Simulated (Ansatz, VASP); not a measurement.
# ZrGe2Pd3: VASP beside Ansatz

```
Zr Ge Pd
1.0
     2.60293   -4.45110    0.00000
     2.60293    4.45110    0.00000
     0.00000    0.00000    4.42396
Zr Ge Pd
1 2 3
Direct
  0.50000 0.50000 0.00000
  0.00000 0.50000 0.50000
  0.50000 0.00000 0.50000
  0.18122 0.81878 0.00000
  0.81878 0.18122 0.00000
  0.00000 0.00000 0.50000
```

Change from the starting cell: species swapped into the CeGa2Cu3 type (Cmmm, No. 65).

Alike in both runs: functional PBE; k mesh 4 × 4 × 4; occupations gaussian, width 0.2 eV; no spin polarisation.

Ansatz relaxed the structure, and its values are those at the end. VASP's run is a single point on that final structure, the one shown.

|  | VASP | Ansatz |
| --- | --- | --- |
| version | VASP 6.6.1 | Ansatz 0.2.0 |
| potentials or method | VASP PAW PBE potentials, release 64 (Zr_sv, Ge_d, Pd), cutoff 520 eV | scalar-relativistic, plane waves, PAW |
| valence electrons in the cell | 70 | 94 |

|  | VASP | Ansatz | Ansatz less VASP |
| --- | --- | --- | --- |
| gap on the k mesh at the Fermi level (eV) | none | none | - |
| pressure (GPa) | 0.0 | -0.1 | -0.07 |
| rms of the force components (eV/Å) | 0.012 | 0.008 | -0.0039 |

A gap of «none» marks a metal or a gap that the smearing closes. VASP's potentials hold 70 valence electrons a cell and Ansatz's 94, so a difference there can come from the potentials and not from the codes.
